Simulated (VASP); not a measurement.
# As: single point with r2SCAN0

The system is As.

```
As
1.0
     2.70812    0.00000    0.00000
     0.00000    2.70812    0.00000
     0.00000    0.00000    2.70812
As
1
Direct
  0.00000 0.00000 0.00000
```

```json
{"Program": "VASP 6.6.1", "Task": "single point", "Functional": "r2SCAN0", "Potentials or basis": "VASP PAW PBE potentials, release 64 (As)", "Cutoff": "520 eV", "k mesh": "6 × 6 × 6", "Occupations": "fermi-dirac, width 0.1 eV", "Spin": "no spin polarisation", "Dipole correction": "no", "Grid for exact exchange (PRECFOCK)": "Normal", "Further INCAR settings": "ALGO = Normal; EDIFF = 1e-06; NBANDS = 8"}
```

- Pressure: -3.6 GPa

Levels at points of the mesh, in eV from the Fermi level:
| k point | band 1 | band 2 | band 3 | band 4 | band 5 |
| --- | --- | --- | --- | --- | --- |
| (0.00, 0.00, 0.00) | -18.06 | 4.72 | 4.72 | 4.72 | 9.25 |
| (0.50, 0.00, 0.00) | -14.48 | -8.92 | 7.38 | 7.38 | 12.14 |
| (0.50, 0.50, 0.00) | -10.65 | -5.93 | -5.93 | 3.00 | 9.81 |
| (0.50, 0.50, 0.50) | -6.14 | -3.11 | -3.11 | -3.11 | 6.64 |

Wall time 2.7 min on 1 thread of Intel(R) Xeon(R) Platinum 8488C (Sapphire Rapids) (shared host), peak memory 0.14 GiB.

Caveat: the k points lie up to 0.39 Å⁻¹ apart; the PAW data sets were made with another functional, which shifts forces and pressure a little.
